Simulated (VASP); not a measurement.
# SnO2 (R-3m) in VASP: further runs

The runs below take SnO2 through single point, with PBE.

All numbers are computed with VASP 6.6.1; they aren't measurements. Logs are shortened: lines on timing, memory, paths and dates and some standing lists are left out, and cuts for length are marked.

### Step 1. The cell of the first run

The structure is trigonal, space group R-3m (No. 166). The conventional cell has a = 3.274 Å, b = 3.274 Å, c = 14.939 Å, α = 90.00°, β = 90.00°, γ = 120.00°. Within 2.8 Å of Sn (site symmetry -3m) lie 6 O at 2.15 Å. O (site symmetry 3m) has 3 Sn at 2.15 Å and 3 O at 2.78 Å within 2.8 Å.

### Step 2. Single point, PBE

INCAR

```
SYSTEM = SnO2
  PREC = Accurate
  ENCUT = 520
  EDIFF = 1E-7
  ISMEAR = 0
  SIGMA = 0.05
  LREAL = .FALSE.
  LASPH = .TRUE.
  NELM = 80
  ALGO = Normal
  ISIF = 2
  LWAVE = .FALSE.
  LCHARG = .TRUE.
  GGA = PE
  LELF = .TRUE.
  LVHAR = .TRUE.
  NBANDS = 20
```

KPOINTS

```
Automatic mesh
0
G
  12 12 12
  0 0 0
```

POSCAR

```
SnO2
1.0
    1.6369756479      0.9451083310      4.9797335685
   -1.6369756479      0.9451083310      4.9797335685
    0.0000000000     -1.8902166619      4.9797335685
Sn O
1 2
Direct
    0.5000000000      0.5000000000      0.5000000000
    0.2348826742      0.2348826742      0.2348826742
    0.7651173258      0.7651173258      0.7651173258
```

Potentials or basis: VASP PAW PBE potentials, release 64 (Sn_d, O).

Launch:

```bash
> cat potpaw_PBE.64/Sn_d/POTCAR potpaw_PBE.64/O/POTCAR > POTCAR
> mpirun -np 1 vasp_std > vasp.out
```

OUTCAR:

```text
SYSTEM = SnO2
   PREC = Accurate
   ENCUT = 520
   EDIFF = 1E-7
   ISMEAR = 0
   LREAL = .FALSE.
   LASPH = .TRUE.
   NELM = 80
   ISIF = 2
   GGA = PE

 ion  position               nearest neighbor table
   1  0.500  0.500  0.500-   2 2.15   3 2.15   2 2.15   2 2.15   3 2.15   3 2.15
   2  0.235  0.235  0.235-   1 2.15   1 2.15   1 2.15
   3  0.765  0.765  0.765-   1 2.15   1 2.15   1 2.15

  LATTYP: Found a trigonal (rhomboedric) cell.
 ALAT       =     5.3264120609
 COS(alpha) =     0.8110943660

  Lattice vectors:

 A1 = (   1.6369756479,   0.9451083310,   4.9797335685)
 A2 = (  -1.6369756479,   0.9451083310,   4.9797335685)
 A3 = (   0.0000000000,  -1.8902166619,   4.9797335685)

Analysis of symmetry for initial positions (statically):
=====================================================================
 Subroutine PRICEL returns:
 Original cell was already a primitive cell.

 Routine SETGRP: Setting up the symmetry group for a
 trigonal (rhombohedral) supercell.

 Subroutine GETGRP returns: Found 12 space group operations
 (whereof 12 operations were pure point group operations)
 out of a pool of 12 trial point group operations.

The static configuration has the point symmetry D_3d.

Analysis of symmetry for dynamics (positions and initial velocities):
=====================================================================
 Subroutine PRICEL returns:
 Original cell was already a primitive cell.

 Routine SETGRP: Setting up the symmetry group for a
 trigonal (rhombohedral) supercell.

 Subroutine GETGRP returns: Found 12 space group operations
 (whereof 12 operations were pure point group operations)
 out of a pool of 12 trial point group operations.

The dynamic configuration has the point symmetry D_3d.

 Subroutine INISYM returns: Found 12 space group operations
 (whereof 12 operations are pure point group operations),
 and found     1 'primitive' translations

----------------------------------------------------------------------------------------

                                     Primitive cell

  volume of cell :      46.2255

  direct lattice vectors                    reciprocal lattice vectors
     1.636975648  0.945108331  4.979733569     0.305441318  0.176346627  0.066937985
    -1.636975648  0.945108331  4.979733569    -0.305441318  0.176346627  0.066937985
     0.000000000 -1.890216662  4.979733569     0.000000000 -0.352693255  0.066937985

  length of vectors
[... 76 lines left out ...]
   ISTART =      0    job   : 0-new  1-cont  2-samecut
   ICHARG =      2    charge: 1-file 2-atom 10-const
   ISPIN  =      1    spin polarized calculation?
   LNONCOLLINEAR =      F non collinear calculations
   LSORBIT =      F    spin-orbit coupling
   LASPH  =      T    aspherical Exc in radial PAW
   ENCUT  =  520.0 eV  38.22 Ry    6.18 a.u.   9.90  9.90  9.90*2*pi/ulx,y,z
   NELM   =     80;   NELMIN=  2; NELMDL= -5     # of ELM steps
   EDIFF  = 0.1E-06   stopping-criterion for ELM
   LREAL  =      F    real-space projection
   EDIFFG = 0.1E-05   stopping-criterion for IOM
   NSW    =      0    number of steps for IOM
   IBRION =     -1    ionic relax: 0-MD 1-quasi-New 2-CG
   NFREE  =      0    steps in history (QN), initial steepest desc. (CG)
   ISIF   =      2    stress and relaxation
   ISYM   =      2    0-nonsym 1-usesym 2-fastsym
   POTIM  = 0.5000    time-step for ionic-motion
   TEBEG  =    0.0;   TEEND  =   0.0 temperature during run
   PSTRESS=    0.0 pullay stress
   NELECT =      26.0000    total number of electrons
   NUPDOWN=      -1.0000    fix difference up-down
   EMIN   =  10.00;   EMAX   =-10.00  energy-range for DOS
   EFERMI =   0.00;   METHOD = LEGACY
   ISMEAR =     0;   SIGMA  =   0.05  broadening in eV -4-tet -1-fermi 0-gaus
   EFERMI_NEDOS =   21; number of points for ismear=-14 and -15
   IALGO  =     38    algorithm
   IMIX   =      4    mixing-type and parameters
     AMIX     =   0.40;   BMIX     =  1.00
     AMIX_MAG =   1.60;   BMIX_MAG =  1.00
  volume/ion in A,a.u.               =      15.41       103.98
  Fermi-wavevector in a.u.,A,eV,Ry     =   1.351364  2.553707 24.846737  1.826184
  Thomas-Fermi vector in A             =   2.478792
   LORBIT       =      0    0 simple, 1 ext, 2 COOP (PROOUT), +10 PAW based schemes
   GGA     = PE    functional components
   LHFCALC =     F    Hartree Fock is set to
   AEXX    =    0.0000 exact exchange contribution
   IVDW    =     0    specifies the selected vdW correction
   LEPSILON=     F    determine dielectric tensor
   LRPA    =     F    only Hartree local field effects (RPA)
 non-spin polarized calculation
 Gauss-broadening in eV      SIGMA  =   0.05
  energy-cutoff  :      520.00
  volume of cell :       46.23
 maximum number of plane-waves:      1260
   NGX = 19   NGY = 19   NGZ = 19

 number of electron      26.0000003 magnetization

 Free energy of the ion-electron system (eV)
  ---------------------------------------------------
  ext. energy  EPLUGINS =         0.00000000
  ---------------------------------------------------
  free energy    TOTEN  =       -18.18270781 eV

  energy without entropy =      -18.18270781  energy(sigma->0) =      -18.18270781

 E-fermi :   2.8861     XC(G=0):  -9.6368

 val. band max:        2.6669071635   @ k =  -0.1667   0.1667   0.0000
 cond. band min:       4.4404968895   @ k =   0.0000   0.0000   0.0000
 fundamental gap:      1.7735897261
 Fermi energy:         2.8860955476

 k-point     1 :       0.0000    0.0000    0.0000
  band No.  band energies     occupation
      1     -17.3418      2.00000
      2     -17.1587      2.00000
      3     -17.1587      2.00000
      4     -17.0161      2.00000
      5     -17.0161      2.00000
      6     -15.0744      2.00000
[... 541 lines left out ...]
     19      15.5125      0.00000
     20      16.4626      0.00000

 [... further k-points ...]
[... 5 lines left out ...]
  --------------------------------------------------------------------------------------
  -------------------------------------------------------------------------------------
  Total       -1.4487049     -1.4487049     -0.7448491      0.0000000     -0.0000000      0.0000000
  in kB      -50.2122104    -50.2122104    -25.8165221      0.0000000     -0.0000000      0.0000000
  external PRESSURE =     -42.0803143 kB  Pullay stress =       0.0000000 kB

 VOLUME and BASIS-vectors are now :
 -----------------------------------------------------------------------------
  energy-cutoff  :      520.00
  volume of cell :       46.23
      direct lattice vectors                 reciprocal lattice vectors
     1.636975648  0.945108331  4.979733569     0.305441318  0.176346627  0.066937985
    -1.636975648  0.945108331  4.979733569    -0.305441318  0.176346627  0.066937985
     0.000000000 -1.890216662  4.979733569     0.000000000 -0.352693255  0.066937985

 POSITION                                       TOTAL-FORCE (eV/Angst)
 -----------------------------------------------------------------------------------
      0.00000      0.00000      7.46960         0.000000     -0.000000     -0.000000
      0.00000      0.00000      3.50896         0.000000     -0.000000     -0.319088
      0.00000      0.00000     11.43024         0.000000      0.000000      0.319088
 -----------------------------------------------------------------------------------
    total drift:                               -0.000000      0.000000     -0.000000

  FREE ENERGIE OF THE ION-ELECTRON SYSTEM (eV)
  ---------------------------------------------------
  free  energy   TOTEN  =       -18.1827078113 eV

  energy  without entropy=      -18.1827078113  energy(sigma->0) =      -18.18270781
```

Wall time 7.6 min (1 thread of Intel Xeon 8259CL, shared host); peak memory 0.35 GiB.

What came out:

```
Free energy            : -18.1827 eV
Pressure               : -4.2 GPa
Largest force          : 0.319 eV/Å
Band gap on the k mesh : 1.77 eV (least direct gap 1.92 eV)
```

Forces on the atoms (eV/Å):
```
Sn   0.000  0.000  0.000
O    0.000  0.000 -0.319
O    0.000  0.000  0.319
```

Levels at points of the mesh, in eV from the valence-band top:
| k point | band 10 | band 11 | band 12 | band 13 | band 14 | band 15 | band 16 | band 17 |
| --- | --- | --- | --- | --- | --- | --- | --- | --- |
| (0.00, 0.00, 0.00) | -1.23 | -0.88 | -0.88 | -0.15 | 1.77 | 5.57 | 10.73 | 10.73 |
| (0.50, 0.00, 0.00) | -2.85 | -1.33 | -0.56 | -0.45 | 4.99 | 7.47 | 9.78 | 12.12 |
| (0.50, 0.50, 0.00) | -2.92 | -1.09 | -0.46 | -0.04 | 4.80 | 6.77 | 10.36 | 11.11 |
| (0.50, 0.50, 0.50) | -1.27 | -1.07 | -0.85 | -0.85 | 2.83 | 5.44 | 10.85 | 10.85 |

Caveat: the cell stands under tension; spin-orbit coupling is left out, which moves the levels of the heavy elements. A k mesh can miss the band edges.

### Step 3. Single point, PBE

This run uses another cell than the first one, of 15.99 Å³/atom.

INCAR

```
SYSTEM = SnO2
PREC = Accurate ; ENCUT = 520
EDIFF = 1E-7 ; ISMEAR = 0
SIGMA = 0.05 ; LREAL = .FALSE.
LASPH = .TRUE. ; NELM = 60
ALGO = Normal ; ISIF = 2
LWAVE = .FALSE. ; LCHARG = .TRUE.
GGA = PE ; LELF = .TRUE.
LVHAR = .TRUE. ; NBANDS = 20
```

KPOINTS

```
regular mesh
0
G
  12 12 12
  0 0 0
```

POSCAR

```
SnO2
1.0
    1.6571852238      0.9567763351      5.0412117607
   -1.6571852238      0.9567763351      5.0412117607
    0.0000000000     -1.9135526701      5.0412117607
Sn O
1 2
Direct
    0.5000000000      0.5000000000      0.5000000000
    0.2348826742      0.2348826742      0.2348826742
    0.7651173258      0.7651173258      0.7651173258
```

Potentials or basis: VASP PAW PBE potentials, release 64 (Sn_d, O).

Launch:

```bash
> cat potpaw_PBE.64/Sn_d/POTCAR potpaw_PBE.64/O/POTCAR > POTCAR
> mpirun -np 1 vasp_std > vasp.out
```

Wall time 7.8 min (1 thread of Intel Xeon 8259CL, shared host); peak memory 0.35 GiB.

It converged, with:

```
Free energy            : -18.1169 eV
Pressure               : -8.1 GPa
Largest force          : 0.644 eV/Å
Band gap on the k mesh : 1.57 eV (least direct gap 1.69 eV)
```

Forces on the atoms (eV/Å):
```
Sn   0.000  0.000  0.000
O    0.000  0.000 -0.644
O    0.000  0.000  0.644
```

Stress tensor (GPa, compression positive):
```
-9.78  0.00  0.00
 0.00 -9.78  0.00
 0.00  0.00 -4.88
```

Levels at points of the mesh, in eV from the valence-band top:
```tsv
k point	band 11	band 12	band 13	band 14	band 15	band 16
(0.00, 0.00, 0.00)	-0.89	-0.89	-0.12	1.57	5.39	10.39
(0.50, 0.00, 0.00)	-1.28	-0.57	-0.43	4.65	7.23	9.50
(0.50, 0.50, 0.00)	-1.06	-0.48	-0.05	4.47	6.56	10.01
(0.50, 0.50, 0.50)	-0.98	-0.86	-0.86	2.58	5.23	10.50
```

Caveat: the cell stands under tension; spin-orbit coupling is left out, which moves the levels of the heavy elements.
